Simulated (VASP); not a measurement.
# Al12H in VASP: relaxation of the atoms with LDA

Aim: the relaxation of the atoms of Al12H with LDA.

Everything below comes from runs of VASP 6.6.1. Logs are shortened: lines on timing, memory, paths and dates and some standing lists are left out, and cuts for length are marked.

**1. The cell of the first run**

The cell holds a slab with vacuum, 13 atoms: a = 5.634 Å, b = 5.634 Å, c = 20.032 Å, α = 90.00°, β = 90.00°, γ = 120.00°.

**2. Relaxation of the atoms, LDA**

INCAR reads:

```
SYSTEM = Al12H
PREC = Accurate
ENCUT = 520
EDIFF = 1E-6
ISMEAR = 0
SIGMA = 0.1
LREAL = .False.
LASPH = .True.
NELM = 60
ALGO = Normal
ISIF = 2
LWAVE = .False.
LCHARG = .False.
LDIPOL = .True.
IDIPOL = 3
DIPOL = 0.5 0.5 0.327
GGA = CA
IBRION = 2
NSW = 36
EDIFFG = -0.025
```

KPOINTS reads:

```
regular mesh
0
Gamma
  6 6 1
  0 0 0
```

POSCAR reads:

```
Al12H
1.0
    5.6336864728      0.0000000000      0.0000000000
   -2.8168432364      4.8789156024      0.0000000000
    0.0000000000      0.0000000000     20.0321727773
Al H
12 1
Selective dynamics
Direct
    0.3333333333      0.1666666667      0.1996787889  F F F
    0.3333333333      0.6666666667      0.1996787889  F F F
    0.8333333333      0.1666666667      0.1996787889  F F F
    0.8333333333      0.6666666667      0.1996787889  F F F
    0.1666666667      0.3333333333      0.3128097090  F F F
    0.1666666667      0.8333333333      0.3128097090  F F F
    0.6666666667      0.3333333333      0.3128097090  F F F
    0.6666666667      0.8333333333      0.3128097090  F F F
    0.0000000000      0.0000000000      0.4259234818  F F F
    0.0000000000      0.5000000000      0.4259234818  F F F
    0.5000000000      0.0000000000      0.4259234818  F F F
    0.5000000000      0.5000000000      0.4259234818  F F F
    0.0000000000      0.0000000000      0.5018014216  F F T
```

Potentials or basis: VASP PAW LDA potentials, release 64 (Al, H).

Run with:

```console
$ cat potpaw_LDA.64/Al/POTCAR potpaw_LDA.64/H/POTCAR > POTCAR
$ mpirun -np 1 vasp_std > vasp.out
```

OUTCAR:

```text
SYSTEM = Al12H
   PREC = Accurate
   ENCUT = 520
   EDIFF = 1E-6
   ISMEAR = 0
   LREAL = .False.
   LASPH = .True.
   NELM = 60
   ISIF = 2
   GGA = CA
   IBRION = 2
   NSW = 36
   EDIFFG = -0.025

 ion  position               nearest neighbor table
   1  0.333  0.167  0.200-   5 2.79   6 2.79   7 2.79   4 2.82   2 2.82   2 2.82   4 2.82   3 2.82
                             3 2.82
   2  0.333  0.667  0.200-   6 2.79   5 2.79   8 2.79   3 2.82   1 2.82   1 2.82   3 2.82   4 2.82
                             4 2.82
   3  0.833  0.167  0.200-   7 2.79   8 2.79   5 2.79   4 2.82   2 2.82   4 2.82   2 2.82   1 2.82
                             1 2.82
   4  0.833  0.667  0.200-   8 2.79   7 2.79   6 2.79   3 2.82   1 2.82   3 2.82   1 2.82   2 2.82
                             2 2.82
   5  0.167  0.333  0.313-   9 2.79  12 2.79  10 2.79   1 2.79   2 2.79   3 2.79   8 2.82   6 2.82
                             6 2.82   8 2.82   7 2.82   7 2.82
   6  0.167  0.833  0.313-  10 2.79  11 2.79   9 2.79   2 2.79   1 2.79   4 2.79   7 2.82   5 2.82
                             5 2.82   7 2.82   8 2.82   8 2.82
   7  0.667  0.333  0.313-  11 2.79  10 2.79  12 2.79   3 2.79   4 2.79   1 2.79   8 2.82   6 2.82
                             8 2.82   6 2.82   5 2.82   5 2.82
   8  0.667  0.833  0.313-  12 2.79   9 2.79  11 2.79   4 2.79   3 2.79   2 2.79   7 2.82   5 2.82
                             7 2.82   5 2.82   6 2.82   6 2.82
   9  0.000  0.000  0.426-  13 1.52   5 2.79   8 2.79   6 2.79  12 2.82  10 2.82  10 2.82  12 2.82
                            11 2.82  11 2.82
  10  0.000  0.500  0.426-   6 2.79   7 2.79   5 2.79   9 2.82  11 2.82   9 2.82  11 2.82  12 2.82
                            12 2.82
  11  0.500  0.000  0.426-   7 2.79   6 2.79   8 2.79  10 2.82  12 2.82  12 2.82  10 2.82   9 2.82
                             9 2.82
  12  0.500  0.500  0.426-   8 2.79   5 2.79   7 2.79   9 2.82  11 2.82  11 2.82   9 2.82  10 2.82
                            10 2.82
  13  0.000  0.000  0.502-   9 1.52

  LATTYP: Found a hexagonal cell.
 ALAT       =     5.6336864728
 C/A-ratio  =     3.5557840987

  Lattice vectors:

 A1 = (   5.6336864728,   0.0000000000,   0.0000000000)
 A2 = (  -2.8168432364,   4.8789156024,   0.0000000000)
 A3 = (   0.0000000000,   0.0000000000,  20.0321727773)

Analysis of symmetry for initial positions (statically):
=====================================================================
 Subroutine PRICEL returns:
 Original cell was already a primitive cell.

 Routine SETGRP: Setting up the symmetry group for a
 hexagonal supercell.

 Subroutine GETGRP returns: Found  6 space group operations
 (whereof  6 operations were pure point group operations)
 out of a pool of 24 trial point group operations.

The static configuration has the point symmetry C_3v.

[... 151 lines left out ...]
  volume/ion in A,a.u.               =      42.35       285.82
  Fermi-wavevector in a.u.,A,eV,Ry     =   0.665570  1.257746  6.027164  0.442984
  Thomas-Fermi vector in A             =   1.739606
   LORBIT       =      0    0 simple, 1 ext, 2 COOP (PROOUT), +10 PAW based schemes
   GGA     = CA    functional components
   LHFCALC =     F    Hartree Fock is set to
   AEXX    =    0.0000 exact exchange contribution
   IVDW    =     0    specifies the selected vdW correction
   LEPSILON=     F    determine dielectric tensor
   LRPA    =     F    only Hartree local field effects (RPA)
 conjugate gradient relaxation of ions
 non-spin polarized calculation
 Gauss-broadening in eV      SIGMA  =   0.10
  energy-cutoff  :      520.00
  volume of cell :      550.61
 maximum number of plane-waves:     14919
 NGX is ok and might be reduce to    42
   NGX = 21   NGY = 21   NGZ = 75

 dipolmoment           0.000000      0.000000     -0.164075 electrons x Angstroem

--------------------------------------- Ionic step        1  -------------------------------------------

 number of electron      37.0000001 magnetization

 Free energy of the ion-electron system (eV)
  ---------------------------------------------------
  ext. energy  EPLUGINS =         0.00000000
  ---------------------------------------------------
  free energy    TOTEN  =       -49.99028536 eV

  energy without entropy =      -49.97286387  energy(sigma->0) =      -49.98157461

------------------------ aborting loop because EDIFF is reached ----------------------------------------

  FORCE on cell =-STRESS in cart. coord.  units (eV):
  Direction    XX          YY          ZZ          XY          YZ          ZX
  --------------------------------------------------------------------------------------
  -------------------------------------------------------------------------------------
  Total       -2.0702784     -2.0702784      3.1235193      0.0000000      0.0000000      0.0000000
  in kB       -6.0241435     -6.0241435      9.0888877      0.0000000      0.0000000      0.0000000
  external PRESSURE =      -0.9864664 kB  Pullay stress =       0.0000000 kB
[... 81 lines left out ...]
--------------------------------------- Ionic step        3  -------------------------------------------

 number of electron      37.0000000 magnetization

 dipolmoment           0.000000      0.000000      0.076890 electrons x Angstroem

 Free energy of the ion-electron system (eV)
  ---------------------------------------------------
  ext. energy  EPLUGINS =         0.00000000
  ---------------------------------------------------
  free energy    TOTEN  =       -50.05826095 eV

  energy without entropy =      -50.04027843  energy(sigma->0) =      -50.04926969

 E-fermi :   0.0691     XC(G=0):  -4.5937

 val. band max:        0.0411736305   @ k =   0.5000   0.0000   0.0000
 cond. band min:       0.1532742222   @ k =   0.1667   0.1667   0.0000
 fundamental gap:      0.1121005918
 Fermi energy:         0.0690550654

 k-point     1 :       0.0000    0.0000    0.0000
  band No.  band energies     occupation
      1     -10.8122      2.00000
      2      -9.0676      2.00000
      3      -6.4002      2.00000
      4      -4.8859      2.00000
      5      -4.7963      2.00000
      6      -4.7963      2.00000
[... 185 lines left out ...]
     24       2.1683      0.00000
     25       2.7776      0.00000

------------------------ aborting loop because EDIFF is reached ----------------------------------------

 vacuum level on the upper side and lower side of the slab       (xc-potential included)         0.240        -0.258

  FORCE on cell =-STRESS in cart. coord.  units (eV):
  Direction    XX          YY          ZZ          XY          YZ          ZX
  --------------------------------------------------------------------------------------
  -------------------------------------------------------------------------------------
  Total       -2.2293860     -2.2293860      1.0849634      0.0000000      0.0000000      0.0000000
  in kB       -6.4871181     -6.4871181      3.1570513      0.0000000      0.0000000      0.0000000
  external PRESSURE =      -3.2723950 kB  Pullay stress =       0.0000000 kB
[... 28 lines left out ...]
  FREE ENERGIE OF THE ION-ELECTRON SYSTEM (eV)
  ---------------------------------------------------
  free  energy   TOTEN  =       -50.0582609546 eV

  energy  without entropy=      -50.0402784336  energy(sigma->0) =      -50.04926969

 reached required accuracy - stopping structural energy minimisation

 vacuum level on the upper side and lower side of the slab         4.675         4.165
```

OSZICAR:

```text
N       E                     dE             d eps       ncg     rms          rms(c)
DAV:   1     0.139448680955E+03    0.13945E+03   -0.11336E+04   350   0.104E+03
DAV:   2    -0.433856135222E+02   -0.18283E+03   -0.17773E+03   474   0.177E+02
DAV:   3    -0.524405678496E+02   -0.90550E+01   -0.88737E+01   458   0.407E+01
[... 47 lines left out ...]
DAV:   9    -0.500582488987E+02   -0.43668E-05   -0.10286E-06   284   0.458E-03    0.111E-03
DAV:  10    -0.500582564882E+02   -0.75896E-05   -0.17957E-06   317   0.455E-03    0.106E-03
DAV:  11    -0.500582582414E+02   -0.17531E-05   -0.18896E-07   292   0.194E-03    0.790E-04
DAV:  12    -0.500582601224E+02   -0.18810E-05   -0.29173E-07   260   0.194E-03    0.433E-04
DAV:  13    -0.500582609546E+02   -0.83218E-06   -0.82022E-08   260   0.120E-03
   3 F= -.50058261E+02 E0= -.50049270E+02  d E =-.679756E-01
```

CONTCAR:

```text
Al12H
   1.00000000000000
     5.6336864728000000    0.0000000000000000    0.0000000000000000
    -2.8168432364000000    4.8789156024000002    0.0000000000000000
     0.0000000000000000    0.0000000000000000   20.0321727773000013
  Al              H
    12     1
Selective dynamics
Direct
[... 16 lines left out ...]
  0.00000000E+00  0.00000000E+00  0.00000000E+00
  0.00000000E+00  0.00000000E+00  0.00000000E+00
  0.00000000E+00  0.00000000E+00  0.00000000E+00
  0.00000000E+00  0.00000000E+00  0.00000000E+00
  0.00000000E+00  0.00000000E+00  0.00000000E+00
  0.00000000E+00  0.00000000E+00  0.00000000E+00
  0.00000000E+00  0.00000000E+00  0.00000000E+00
  0.00000000E+00  0.00000000E+00  0.00000000E+00
  0.00000000E+00  0.00000000E+00  0.00000000E+00
  0.00000000E+00  0.00000000E+00  0.00000000E+00
  0.00000000E+00  0.00000000E+00  0.00000000E+00
```

It took 12 min on 1 thread of Intel Xeon 8259CL, shared host; peak memory 0.48 GiB.

Results:

```yaml
Free_energy: -50.0583 eV
Energy_gained_by_relaxing: 5.2 meV/atom
Ionic_steps: 3
Band_gap_on_the_k_mesh: zero (an odd number of electrons rules out a gap without spin polarisation)
```

Step by step:
| step | energy change (eV) | largest force on free atoms (eV/Å) | pressure (GPa) |
| --- | --- | --- | --- |
| 1 | 0.0000 | 1.3756 | -0.10 |
| 2 | -0.0591 | 0.4496 | -0.25 |
| 3 | -0.0680 | 0.0108 | -0.33 |

Final structure:
```
Al H
1.0
     5.63369    0.00000    0.00000
    -2.81684    4.87892    0.00000
     0.00000    0.00000   20.03217
Al H
12 1
Direct
  0.33333 0.16667 0.19968
  0.33333 0.66667 0.19968
  0.83333 0.16667 0.19968
  0.83333 0.66667 0.19968
  0.16667 0.33333 0.31281
  0.16667 0.83333 0.31281
  0.66667 0.33333 0.31281
  0.66667 0.83333 0.31281
  0.00000 0.00000 0.42592
  0.00000 0.50000 0.42592
  0.50000 0.00000 0.42592
  0.50000 0.50000 0.42592
  0.00000 0.00000 0.50719
```

Levels at points of the mesh, in eV from the Fermi level:
```
           k point  band 15  band 16  band 17  band 18  band 19  band 20  band 21  band 22  band 23  band 24
(0.00, 0.00, 0.00)    -2.81    -2.81    -1.73    -0.37    -0.37    -0.23    -0.15    -0.15     0.19     1.46
(0.50, 0.00, 0.00)    -0.58    -0.58    -0.53    -0.25    -0.03     0.93     0.98     1.30     1.43     1.68
```
